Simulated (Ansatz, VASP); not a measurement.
# Two plane-wave programs on Si

File INCAR:

```
SYSTEM = Si
ALGO = Normal
EDIFF = 1E-6
ENCUT = 520
GGA = PS
ISIF = 2
ISMEAR = 0
LASPH = .TRUE.
LCHARG = .FALSE.
LREAL = .FALSE.
LWAVE = .FALSE.
NBANDS = 16
NELM = 80
PREC = Accurate
SIGMA = 0.03
```

The input KPOINTS:

```
k-points
0
G
  12 12 12
  0 0 0
```

File POSCAR:

```
Si
1.0
   -3.2311091925      3.2311091925      1.8660800472
    3.2311091925     -3.2311091925      1.8660800472
    3.2311091925      3.2311091925     -1.8660800472
Si
4
Direct
    0.1787304307      0.1787304307      0.3574608614
    0.8212695693      0.8212695693      0.6425391386
    0.1787304307      0.8212695693      0.0000000000
    0.8212695693      0.1787304307      0.0000000000
```

Input for Ansatz:

```yaml
crystal:
  lattice:
    - [-3.2311091925, 3.2311091925, 1.8660800472]
    - [3.2311091925, -3.2311091925, 1.8660800472]
    - [3.2311091925, 3.2311091925, -1.8660800472]
  atoms:
    - { symbol: Si, position: [0.1787304307, 0.1787304307, 0.3574608614] }
    - { symbol: Si, position: [0.8212695693, 0.8212695693, 0.6425391386] }
    - { symbol: Si, position: [0.1787304307, 0.8212695693, 0.0] }
    - { symbol: Si, position: [0.8212695693, 0.1787304307, 0.0] }
basis:
  ecutwfc: 420
kpoints:
  mp_grid: { grid: [12, 12, 12] }
hamiltonian:
  xc: pbesol
  pseudopotentials: { kind: paw, azcp: { folder: soft_1 } }
scf:
  occupations: { method: gaussian, width: 0.03 }
output:
  forces: true
  stress: true
  eigenvalues: true
```

Alike in both runs: task single point; functional PBEsol; k mesh 12 × 12 × 12; occupations gaussian, width 0.03 eV; no spin polarisation.

|  | VASP | Ansatz |
| --- | --- | --- |
| version | VASP 6.6.1 | Ansatz 0.2.0 |
| potentials or method | VASP PAW PBE potentials, release 64 (Si), cutoff 520 eV | scalar-relativistic, plane waves, PAW |
| valence electrons in the cell | 16 | 16 |

VASP gave:

- gap on the k mesh at the Fermi level (eV): none
- pressure (GPa): 8.7
- traceless stress, the component that is largest in VASP (GPa): 0.31
- rms of the force components (eV/Å): 0.078

What did Ansatz give for the same quantities?

gap on the k mesh at the Fermi level (eV): none; pressure (GPa): 8.6; traceless stress, the component that is largest in VASP (GPa): 0.32; rms of the force components (eV/Å): 0.076.

VASP's potentials were made for PBE, not for PBEsol, and Ansatz warns of the same on its side. Atom by atom the forces differ by 0.002 eV/Å (rms over components). A gap of «none» marks a metal or a gap that the smearing closes. With one functional, cell and mesh, what is left measures potentials, basis and numerics.
